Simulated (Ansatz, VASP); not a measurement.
One calculation of Rb, two programs

INCAR

```
  ALGO = Fast
  EDIFF = 1E-6
  ENCUT = 520
  GGA = PE
  ISIF = 2
  ISMEAR = 0
  IVDW = 12
  LASPH = T
  LCHARG = F
  LREAL = F
  LWAVE = F
  NBANDS = 10
  NELM = 100
  PREC = Accurate
  SIGMA = 0.15
```

KPOINTS

```
k-points
0
Gamma
  12 12 12
```

The input POSCAR:

```
Rb
1.0
    0.0000000000      3.6398846700      3.3486938964
    3.6398846700      0.0000000000      3.3486938964
    3.6398846700      3.6398846700      0.0000000000
Rb
1
Direct
    0.0000000000      0.0000000000      0.0000000000
```

Input for Ansatz:

```yaml
crystal:
  lattice:
    - [0.0, 3.63988467, 3.3486938964]
    - [3.63988467, 0.0, 3.3486938964]
    - [3.63988467, 3.63988467, 0.0]
  atoms:
    - { symbol: Rb, position: [0.0, 0.0, 0.0] }
basis:
  ecutwfc: 420
kpoints:
  mp_grid: { grid: [12, 12, 12] }
hamiltonian:
  xc: pbe
  dispersion: d3bj
scf:
  occupations: { method: gaussian, width: 0.15 }
output:
  forces: true
  stress: true
  eigenvalues: true
```

Change from the starting cell: strain +0.000 along x and y, -0.080 along z, atoms carried along.

Alike in both runs: task single point; functional PBE; dispersion D3(BJ); k mesh 12 × 12 × 12; occupations gaussian, width 0.15 eV; no spin polarisation.

|  | VASP | Ansatz |
| --- | --- | --- |
| version | VASP 6.6.1 | Ansatz 0.2.0 |
| potentials or method | VASP PAW PBE potentials, release 64 (Rb_sv), cutoff 520 eV | scalar-relativistic, plane waves, PAW |
| valence electrons in the cell | 9 | 9 |

|  | VASP | Ansatz | Ansatz less VASP |
| --- | --- | --- | --- |
| gap on the k mesh at the Fermi level (eV) | none | none | - |
| pressure (GPa) | -0.1 | -0.1 | 0.00 |

A gap of «none» marks a metal or a gap that the smearing closes.
